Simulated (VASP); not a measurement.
# Ag (Fm-3m) in VASP: notebook

Aim: see how the results for Ag move with the level of theory and the settings. Levels: BLYP+D3(BJ), LDA, PBE+D3(BJ). Tasks: single point.

All numbers are computed with VASP 6.6.1; they aren't measurements. Logs are shortened: lines on timing, memory, paths and dates and some standing lists are left out, and cuts for length are marked.

**1. The cell of the first run**

It takes space group Fm-3m (No. 225, cubic). Conventional cell: a = 4.002 Å, b = 4.002 Å, c = 4.002 Å, α = 90.00°, β = 90.00°, γ = 90.00°. Within 3.7 Å of Ag (site symmetry m-3m) lie 12 Ag at 2.83 Å.

**2. Single point, BLYP+D3(BJ)**

Input file INCAR:

```
SYSTEM = Ag
PREC = Accurate
ENCUT = 520
EDIFF = 1E-6
ISMEAR = -1
SIGMA = 0.05
LREAL = .FALSE.
LASPH = .TRUE.
NELM = 100
ALGO = Normal
ISIF = 2
LWAVE = .FALSE.
LCHARG = .FALSE.
GGA = B5
ALDAX = 1.0
AGGAX = 1.0
AGGAC = 1.0
ALDAC = 0.0
IVDW = 12
VDW_S6 = 1.0
VDW_S8 = 2.6996
VDW_A1 = 0.4298
VDW_A2 = 4.2359
NBANDS = 12
```

Input file KPOINTS:

```
Automatic mesh
0
G
  11 11 11
  0 0 0
```

Input file POSCAR:

```
Ag
1.0
    0.0000000000      2.0010495236      2.0010495236
    2.0010495236      0.0000000000      2.0010495236
    2.0010495236      2.0010495236      0.0000000000
Ag
1
Direct
    0.0000000000      0.0000000000      0.0000000000
```

Potentials or basis: VASP PAW PBE potentials, release 64 (Ag).

Started as:

```console
$ cat potpaw_PBE.64/Ag/POTCAR > POTCAR
$ mpirun -np 1 vasp_std > vasp.out
```

OUTCAR:

```text
SYSTEM = Ag
   PREC = Accurate
   ENCUT = 520
   EDIFF = 1E-6
   ISMEAR = -1
   LREAL = .FALSE.
   LASPH = .TRUE.
   NELM = 100
   ISIF = 2
   GGA = B5
   IVDW = 12
 IVDW          = 12

 ion  position               nearest neighbor table
   1  0.000  0.000  0.000-

  LATTYP: Found a face centered cubic cell.
 ALAT       =     4.0020990472

  Lattice vectors:

 A1 = (   0.0000000000,   2.0010495236,   2.0010495236)
 A2 = (   2.0010495236,   0.0000000000,   2.0010495236)
 A3 = (   2.0010495236,   2.0010495236,   0.0000000000)

Analysis of symmetry for initial positions (statically):
=====================================================================
 Subroutine PRICEL returns:
 Original cell was already a primitive cell.

 Routine SETGRP: Setting up the symmetry group for a
 face centered cubic supercell.

 Subroutine GETGRP returns: Found 48 space group operations
 (whereof 48 operations were pure point group operations)
 out of a pool of 48 trial point group operations.

The static configuration has the point symmetry O_h .

Analysis of symmetry for dynamics (positions and initial velocities):
=====================================================================
 Subroutine PRICEL returns:
 Original cell was already a primitive cell.

 Routine SETGRP: Setting up the symmetry group for a
 face centered cubic supercell.

 Subroutine GETGRP returns: Found 48 space group operations
 (whereof 48 operations were pure point group operations)
 out of a pool of 48 trial point group operations.

The dynamic configuration has the point symmetry O_h .

 Subroutine INISYM returns: Found 48 space group operations
 (whereof 48 operations are pure point group operations),
 and found     1 'primitive' translations

----------------------------------------------------------------------------------------

                                     Primitive cell

  volume of cell :      16.0252

  direct lattice vectors                    reciprocal lattice vectors
     0.000000000  2.001049524  2.001049524    -0.249868878  0.249868878  0.249868878
     2.001049524  0.000000000  2.001049524     0.249868878 -0.249868878  0.249868878
     2.001049524  2.001049524  0.000000000     0.249868878  0.249868878 -0.249868878

  length of vectors
     2.829911375  2.829911375  2.829911375     0.432785593  0.432785593  0.432785593

  position of ions in fractional coordinates (direct lattice)
     0.000000000  0.000000000  0.000000000

  ion indices of the primitive-cell ions
   primitive index   ion index
                 1           1

----------------------------------------------------------------------------------------

 KPOINTS: Automatic mesh

Automatic generation of k-mesh.
 Grid dimensions read from file:
 generate k-points for:   11   11   11

 Generating k-lattice:

  Cartesian coordinates                     Fractional coordinates (reciprocal lattice)
    -0.022715353  0.022715353  0.022715353     0.090909091  0.000000000  0.000000000
     0.022715353 -0.022715353  0.022715353     0.000000000  0.090909091  0.000000000
     0.022715353  0.022715353 -0.022715353     0.000000000  0.000000000  0.090909091

  Length of vectors
     0.039344145  0.039344145  0.039344145

  Shift w.r.t. Gamma in fractional coordinates (k-lattice)
     0.000000000  0.000000000  0.000000000

 Subroutine IBZKPT returns following result:
 ===========================================

 Found     56 irreducible k-points:

 Following reciprocal coordinates:
            Coordinates               Weight
  0.000000  0.000000  0.000000      1.000000
  0.090909  0.000000  0.000000      8.000000
  0.181818  0.000000  0.000000      8.000000
  0.272727  0.000000  0.000000      8.000000
  0.363636  0.000000  0.000000      8.000000
  0.454545  0.000000  0.000000      8.000000
[... 16 lines left out ...]
 -0.272727  0.181818  0.000000     24.000000
 -0.181818  0.181818  0.000000     12.000000
 [... further k-points ...]
   k-points           NKPTS =     56   k-points in BZ     NKDIM =     56   number of bands    NBANDS=     12
   number of dos      NEDOS =    301   number of ions     NIONS =      1
   total plane-waves  NPLWV =  13824
   dimension x,y,z NGX =    24 NGY =   24 NGZ =   24
   dimension x,y,z NGXF=    48 NGYF=   48 NGZF=   48
   ions per type =               1
   NGX,Y,Z   is equivalent  to a cutoff of  14.10, 14.10, 14.10 a.u.
   NGXF,Y,Z  is equivalent  to a cutoff of  28.20, 28.20, 28.20 a.u.
 SYSTEM =  Ag
   PREC   = accura    normal or accurate (medium, high low for compatibility)
   ISTART =      0    job   : 0-new  1-cont  2-samecut
   ICHARG =      2    charge: 1-file 2-atom 10-const
   ISPIN  =      1    spin polarized calculation?
   LNONCOLLINEAR =      F non collinear calculations
   LSORBIT =      F    spin-orbit coupling
   LASPH  =      T    aspherical Exc in radial PAW
   ENCUT  =  520.0 eV  38.22 Ry    6.18 a.u.   5.26  5.26  5.26*2*pi/ulx,y,z
   NELM   =    100;   NELMIN=  2; NELMDL= -5     # of ELM steps
   EDIFF  = 0.1E-05   stopping-criterion for ELM
   LREAL  =      F    real-space projection
   EDIFFG = 0.1E-04   stopping-criterion for IOM
   NSW    =      0    number of steps for IOM
   IBRION =     -1    ionic relax: 0-MD 1-quasi-New 2-CG
   NFREE  =      0    steps in history (QN), initial steepest desc. (CG)
   ISIF   =      2    stress and relaxation
   ISYM   =      2    0-nonsym 1-usesym 2-fastsym
   POTIM  = 0.5000    time-step for ionic-motion
   TEBEG  =    0.0;   TEEND  =   0.0 temperature during run
   PSTRESS=    0.0 pullay stress
   NELECT =      11.0000    total number of electrons
   NUPDOWN=      -1.0000    fix difference up-down
   EMIN   =  10.00;   EMAX   =-10.00  energy-range for DOS
   EFERMI =   0.00;   METHOD = LEGACY
   ISMEAR =    -1;   SIGMA  =   0.05  broadening in eV -4-tet -1-fermi 0-gaus
   EFERMI_NEDOS =   21; number of points for ismear=-14 and -15
   IALGO  =     38    algorithm
   IMIX   =      4    mixing-type and parameters
     AMIX     =   0.40;   BMIX     =  1.00
     AMIX_MAG =   1.60;   BMIX_MAG =  1.00
  volume/ion in A,a.u.               =      16.03       108.14
  Fermi-wavevector in a.u.,A,eV,Ry     =   1.444124  2.728999 28.374880  2.085495
  Thomas-Fermi vector in A             =   2.562455
   LORBIT       =      0    0 simple, 1 ext, 2 COOP (PROOUT), +10 PAW based schemes
   GGA     = B5    functional components
   LHFCALC =     F    Hartree Fock is set to
   AEXX    =    0.0000 exact exchange contribution
   IVDW    =    12    specifies the selected vdW correction
   LEPSILON=     F    determine dielectric tensor
   LRPA    =     F    only Hartree local field effects (RPA)
 non-spin polarized calculation
  energy-cutoff  :      520.00
  volume of cell :       16.03
 maximum number of plane-waves:       444
 NGX is ok and might be reduce to    24
   NGX = 11   NGY = 11   NGZ = 11

 number of electron      11.0000002 magnetization

 Free energy of the ion-electron system (eV)
  ---------------------------------------------------
  ext. energy  EPLUGINS =         0.00000000
  ---------------------------------------------------
  free energy    TOTEN  =        -1.91296491 eV

  energy without entropy =       -1.91041060  energy(sigma->0) =       -1.91168776

 E-fermi :  10.1639     XC(G=0): -11.9910

 val. band max:       10.1249760458   @ k =  -0.4545   0.0909   0.0000
 cond. band min:      10.2054594919   @ k =   0.4545   0.3636   0.0000
 fundamental gap:      0.0804834461
 Fermi energy:        10.1639262022

 k-point     1 :       0.0000    0.0000    0.0000
  band No.  band energies     occupation
      1       1.7017      2.00000
      2       4.7224      2.00000
      3       4.7224      2.00000
      4       4.7224      2.00000
      5       5.8717      2.00000
      6       5.8717      2.00000
      7      26.2717      0.00000
      8      30.0094      0.00000
      9      30.0094      0.00000
     10      30.0094      0.00000
     11      35.4974      0.00000
     12      36.6433      0.00000

 k-point     2 :       0.0909    0.0000    0.0000
  band No.  band energies     occupation
      1       1.9703      2.00000
      2       4.6627      2.00000
      3       4.7982      2.00000
      4       4.7982      2.00000
      5       5.8445      2.00000
      6       5.8445      2.00000
      7      26.3098      0.00000
      8      28.2581      0.00000
      9      30.1649      0.00000
     10      30.1649      0.00000
     11      34.9467      0.00000
     12      36.1665      0.00000

 k-point     3 :       0.1818    0.0000    0.0000
  band No.  band energies     occupation
      1       2.6562      2.00000
      2       4.6362      2.00000
      3       4.9339      2.00000
      4       4.9339      2.00000
      5       5.8549      2.00000
      6       5.8549      2.00000
      7      24.2334      0.00000
      8      27.2403      0.00000
      9      30.4307      0.00000
     10      30.4307      0.00000
     11      33.5192      0.00000
     12      34.8344      0.00000
[... 286 lines left out ...]
 k-point    23 :      -0.2727    0.1818    0.0000
  band No.  band energies     occupation
      1       3.8275      2.00000
      2       4.5339      2.00000
      3       5.0404      2.00000
      4       5.2593      2.00000
      5       5.8933      2.00000
      6       8.5043      2.00000
      7      19.0011      0.00000
      8      22.2692      0.00000
      9      27.8020      0.00000
     10      29.5246      0.00000
     11      32.7209      0.00000
     12      35.5482      0.00000

 k-point    24 :      -0.1818    0.1818    0.0000
  band No.  band energies     occupation
      1       3.7970      2.00000
      2       4.2884      2.00000
      3       4.9712      2.00000
      4       5.4038      2.00000
      5       5.4362      2.00000
      6       7.1452      2.00000
      7      22.3445      0.00000
      8      22.8469      0.00000
      9      29.1269      0.00000
     10      30.8739      0.00000
     11      31.8667      0.00000
     12      35.4443      0.00000

 [... further k-points ...]

------------------------ aborting loop because EDIFF is reached ----------------------------------------

 Edisp (eV)   -1.43324

 E8    (eV) :    -1.0549

  FORCE on cell =-STRESS in cart. coord.  units (eV):
  Direction    XX          YY          ZZ          XY          YZ          ZX
  --------------------------------------------------------------------------------------
  -------------------------------------------------------------------------------------
  Total       0.68384     0.68384     0.68384    -0.00000    -0.00000    -0.00000
  in kB      68.36931    68.36931    68.36931    -0.00000    -0.00000    -0.00000
  external pressure =       68.37 kB  Pullay stress =        0.00 kB

 VOLUME and BASIS-vectors are now :
 -----------------------------------------------------------------------------
  energy-cutoff  :      520.00
  volume of cell :       16.03
      direct lattice vectors                 reciprocal lattice vectors
     0.000000000  2.001049524  2.001049524    -0.249868878  0.249868878  0.249868878
     2.001049524  0.000000000  2.001049524     0.249868878 -0.249868878  0.249868878
     2.001049524  2.001049524  0.000000000     0.249868878  0.249868878 -0.249868878

 POSITION                                       TOTAL-FORCE (eV/Angst)
 -----------------------------------------------------------------------------------
      0.00000      0.00000      0.00000         0.000000     -0.000000      0.000000
 -----------------------------------------------------------------------------------
    total drift:                               -0.000000     -0.000000      0.000000

  FREE ENERGIE OF THE ION-ELECTRON SYSTEM (eV)
  ---------------------------------------------------
  free  energy   TOTEN  =        -3.3462020303 eV

  energy  without entropy=       -3.3436477141  energy(sigma->0) =       -3.34492487
```

Wall time 14 s (1 thread of AMD EPYC 7R13 (Zen 3), shared host); peak memory 0.12 GiB.

Results:

| Quantity | Value |
| --- | --- |
| Free energy | -3.3462 eV |
| Pressure | 6.8 GPa |
| Dispersion energy per atom | -1.433 eV |

Levels at points of the mesh, in eV from the Fermi level:
```csv
k point,band 2,band 3,band 4,band 5,band 6,band 7,band 8,band 9,band 10,band 11
"(0.00, 0.00, 0.00)",-5.44,-5.44,-5.44,-4.29,-4.29,16.11,19.85,19.85,19.85,25.33
```

Caveat: the PAW data sets were made with another functional, which shifts forces and pressure a little; pairwise dispersion overbinds metals, which lowers pressure and volume.

(Continued in part 2 of 2.)
